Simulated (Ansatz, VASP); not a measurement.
**Two plane-wave programs on AlIn2N3**

File INCAR:

```
SYSTEM = AlIn2N3
ALGO = Normal
EDIFF = 1E-7
ENCUT = 520
GGA = PS
ISIF = 2
ISMEAR = 0
LASPH = .TRUE.
LCHARG = .TRUE.
LELF = .TRUE.
LREAL = .FALSE.
LVHAR = .TRUE.
LWAVE = .FALSE.
NBANDS = 56
NELM = 80
PREC = Accurate
SIGMA = 0.02
```

KPOINTS

```
k-points
0
G
  6 6 6
  0 0 0
```

The input POSCAR:

```
AlIn2N3
1.0
    5.1037822103     -2.9377219226      0.0000000000
    5.1037822103      2.9377219226      0.0000000000
    0.0000000000      0.0000000000      5.4580624789
Al In N
2 4 6
Direct
    0.3407865641      0.6592134359      0.9892816814
    0.6592134359      0.3407865641      0.4892816814
    0.9886136727      0.3354175011      0.9873300042
    0.6645824989      0.0113863273      0.9873300042
    0.0113863273      0.6645824989      0.4873300042
    0.3354175011      0.9886136727      0.4873300042
    0.9704935245      0.3328366389      0.3847451752
    0.6671633611      0.0295064755      0.3847451752
    0.0295064755      0.6671633611      0.8847451752
    0.3328366389      0.9704935245      0.8847451752
    0.3669971640      0.6330028360      0.3385679598
    0.6330028360      0.3669971640      0.8385679598
```

Input for Ansatz:

```yaml
crystal:
  lattice:
    - [5.1037822103, -2.9377219226, 0.0]
    - [5.1037822103, 2.9377219226, 0.0]
    - [0.0, 0.0, 5.4580624789]
  atoms:
    - { symbol: Al, position: [0.3407865641, 0.6592134359, 0.9892816814] }
    - { symbol: Al, position: [0.6592134359, 0.3407865641, 0.4892816814] }
    - { symbol: In, position: [0.9886136727, 0.3354175011, 0.9873300042] }
    - { symbol: In, position: [0.6645824989, 0.0113863273, 0.9873300042] }
    - { symbol: In, position: [0.0113863273, 0.6645824989, 0.4873300042] }
    - { symbol: In, position: [0.3354175011, 0.9886136727, 0.4873300042] }
    - { symbol: "N", position: [0.9704935245, 0.3328366389, 0.3847451752] }
    - { symbol: "N", position: [0.6671633611, 0.0295064755, 0.3847451752] }
    - { symbol: "N", position: [0.0295064755, 0.6671633611, 0.8847451752] }
    - { symbol: "N", position: [0.3328366389, 0.9704935245, 0.8847451752] }
    - { symbol: "N", position: [0.366997164, 0.633002836, 0.3385679598] }
    - { symbol: "N", position: [0.633002836, 0.366997164, 0.8385679598] }
basis:
  ecutwfc: 420
kpoints:
  mp_grid: { grid: [6, 6, 6] }
  band_path: { path: [VBM, CBM], npoints: 2 }
hamiltonian:
  xc: pbesol
scf:
  occupations: { method: gaussian, width: 0.02 }
output:
  forces: true
  stress: true
  eigenvalues: true
checkpoint:
  read: start.run
  write: ck
  compress: false
  write_wavefunctions: false
  write_every: 100000
```

Alike in both runs: task single point; functional PBEsol; k mesh 6 × 6 × 6; occupations gaussian, width 0.02 eV; no spin polarisation.

|  | VASP | Ansatz |
| --- | --- | --- |
| version | VASP 6.6.1 | Ansatz 0.2.0 |
| potentials or method | VASP PAW PBE potentials, release 64 (Al, In_d, N), cutoff 520 eV | scalar-relativistic, plane waves, PAW |
| valence electrons in the cell | 88 | 88 |

```csv
,VASP,Ansatz,Ansatz less VASP
gap on the k mesh at the Fermi level (eV),0.93,0.93,0.000
least direct gap on the mesh (eV),0.93,0.93,0.000
pressure (GPa),-0.9,-1.0,-0.13
rms of the force components (eV/Å),0.012,0.002,-0.0101
```

VASP's potentials were made for PBE, not for PBEsol. Atom by atom the forces differ by 0.010 eV/Å (rms over components).
